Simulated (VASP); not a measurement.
Write the native input for VASP 6.6.1 that does the following.

```yaml
Task: relaxation of cell and atoms
Functional: PBEsol
Potentials_or_basis: VASP PAW PBE potentials, release 64 (Ni)
Cutoff: 600 eV
k_mesh: 24 × 24 × 24
Occupations: methfessel-paxton, width 0.1 eV
Spin: collinear spin, ferromagnetic start
Starting_moments: "[0.7] μB"
Dipole_correction: no
Further_INCAR_settings: ALGO = Normal; EDIFF = 1e-07; IBRION = 2; EDIFFG = -0.01; NSW = 80; ISIF = 3
```

The structure of Ni lies in POSCAR:

```
Ni
1.0
    0.0000000000      1.7619350000      1.7619350000
    1.7619350000      0.0000000000      1.7619350000
    1.7619350000      1.7619350000      0.0000000000
Ni
1
Direct
    0.0000000000      0.0000000000      0.0000000000
```

One way to write it, as run:

INCAR

```
PREC = Accurate
ENCUT = 600
EDIFF = 1E-7
ISMEAR = 1
SIGMA = 0.1
LREAL = False
LASPH = True
NELM = 150
ALGO = Normal
ISIF = 3
LWAVE = False
LCHARG = False
ISPIN = 2
MAGMOM = 0.7
LORBIT = 11
LMAXMIX = 4
GGA = PS
IBRION = 2
NSW = 80
EDIFFG = -0.01
```

KPOINTS

```
Automatic mesh
0
Gamma
  24 24 24
```

Potentials or basis: VASP PAW PBE potentials, release 64 (Ni).

Command:

```bash
$ cat potpaw_PBE.64/Ni/POTCAR > POTCAR
$ mpirun -np 1 vasp_std > vasp.out
```

Results of the run:

```
Relaxed volume                                        : 10.38 Å³/atom
Relaxed cell                                          : a = 2.448 Å, b = 2.448 Å, c = 2.448 Å, α = 60.00°, β = 60.00°, γ = 60.00°
Space group after relaxing (to 0.05 Å)                : Fm-3m (No. 225)
Energy gained by relaxing                             : 19.5 meV/atom
Ionic steps                                           : 3
Pressure after relaxing                               : -0.1 GPa
Net moment                                            : 0.63 μB per cell
Site moments                                          : Ni +0.63 μB
Valence electrons inside the program's atomic spheres : Ni 9.40
```

Caveat: the PAW data sets were made with another functional, which shifts forces and pressure a little.

It took 90 s on 1 thread of Intel(R) Xeon(R) 6975P-C (Granite Rapids), with other jobs on the host, peak memory 0.22 GiB.
